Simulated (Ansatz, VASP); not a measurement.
## Two plane-wave programs on MoW3

```
CELL_PARAMETERS angstrom
0.00000 3.17805 3.17805
3.17805 0.00000 3.17805
3.17805 3.17805 0.00000
ATOMIC_POSITIONS crystal
Mo 0.50000 0.50000 0.50000
W 0.75000 0.75000 0.75000
W 0.25000 0.25000 0.25000
W 0.00000 0.00000 0.00000
```

Change from the starting cell: species swapped into the BiPd3 type (Fm-3m, No. 225).

Alike in both runs: functional PBE; k mesh 12 × 12 × 12; occupations gaussian, width 0.1 eV; no spin polarisation.

Ansatz relaxed the structure, and its values are those at the end. VASP's run is a single point on that final structure, the one shown.

|  | VASP | Ansatz |
| --- | --- | --- |
| version | VASP 6.6.1 | Ansatz 0.2.0 |
| potentials or method | VASP PAW PBE potentials, release 64 (Mo_sv, W_sv), cutoff 520 eV | scalar-relativistic, plane waves, PAW |
| valence electrons in the cell | 56 | 56 |

|  | VASP | Ansatz | Ansatz less VASP |
| --- | --- | --- | --- |
| gap on the k mesh at the Fermi level (eV) | none | none | - |
| pressure (GPa) | 0.5 | 0.0 | -0.52 |

A gap of «none» marks a metal or a gap that the smearing closes. The functional is the same, so the differences come from potentials, cutoffs and numerics.

Neither program's run includes spin-orbit coupling.
